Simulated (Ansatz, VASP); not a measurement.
Two plane-wave programs on GeCl5

INCAR

```
ALGO = Normal ; EDIFF = 1E-7
ENCUT = 520 ; GGA = PE
ISIF = 2 ; ISMEAR = 0
LASPH = True ; LCHARG = False
LREAL = False ; LWAVE = False
NBANDS = 34 ; NELM = 60
PREC = Accurate ; SIGMA = 0.1
```

Contents of KPOINTS:

```
k-points
0
Gamma
  8 8 8
```

File POSCAR:

```
GeCl5
1.0
    0.0000000000      4.0562447911      4.0562447911
    4.0562447911      0.0000000000      4.0562447911
    4.0562447911      4.0562447911      0.0000000000
Ge Cl
1 5
Direct
    0.0000000000      0.0000000000      0.0000000000
    0.3750011120      0.3750011120      0.8749966639
    0.3750011120      0.8749966639      0.3750011120
    0.8749966639      0.3750011120      0.3750011120
    0.3750011120      0.3750011120      0.3750011120
    0.7500000000      0.7500000000      0.7500000000
```

Input for Ansatz:

```yaml
crystal:
  lattice:
    - [0.0, 4.0562447911, 4.0562447911]
    - [4.0562447911, 0.0, 4.0562447911]
    - [4.0562447911, 4.0562447911, 0.0]
  atoms:
    - { symbol: Ge, position: [0.0, 0.0, 0.0] }
    - { symbol: Cl, position: [0.375001112, 0.375001112, 0.8749966639] }
    - { symbol: Cl, position: [0.375001112, 0.8749966639, 0.375001112] }
    - { symbol: Cl, position: [0.8749966639, 0.375001112, 0.375001112] }
    - { symbol: Cl, position: [0.375001112, 0.375001112, 0.375001112] }
    - { symbol: Cl, position: [0.75, 0.75, 0.75] }
basis:
  ecutwfc: 420
kpoints:
  mp_grid: { grid: [8, 8, 8] }
  band_path:
    path:
      - [[0.0, 0.0, 0.0], [-0.5, -0.5, 0.0], [-0.375, -0.375, 0.25]]
      - [[-0.375, 0.0, 0.375], [0.0, 0.0, 0.0], [0.0, 0.0, 0.5], [-0.5, -0.25, 0.25], [-0.5, -0.5, 0.0]]
    npoints: 14
hamiltonian:
  xc: pbe
scf:
  occupations: { method: gaussian, width: 0.1 }
  n_extra_bands: 15
output:
  forces: true
  stress: true
  eigenvalues: true
  populations: true
  dos: { projected: true, de: 0.02, nscf_kmesh: { grid: [10, 10, 10] } }
  bader: true
  write_density: true
  write_potential: true
  elf: true
  volumetric_format: npy
```

Alike in both runs: task single point; functional PBE; k mesh 8 × 8 × 8; occupations gaussian, width 0.1 eV; no spin polarisation.

|  | VASP | Ansatz |
| --- | --- | --- |
| version | VASP 6.6.1 | Ansatz 0.2.0 |
| potentials or method | VASP PAW PBE potentials, release 64 (Ge_d, Cl), cutoff 520 eV | scalar-relativistic, plane waves, PAW |
| valence electrons in the cell | 49 | 49 |

|  | VASP | Ansatz | Ansatz less VASP |
| --- | --- | --- | --- |
| gap on the k mesh at the Fermi level (eV) | none | none | - |
| pressure (GPa) | -0.1 | 0.0 | +0.11 |

A gap of «none» marks a metal or a gap that the smearing closes.
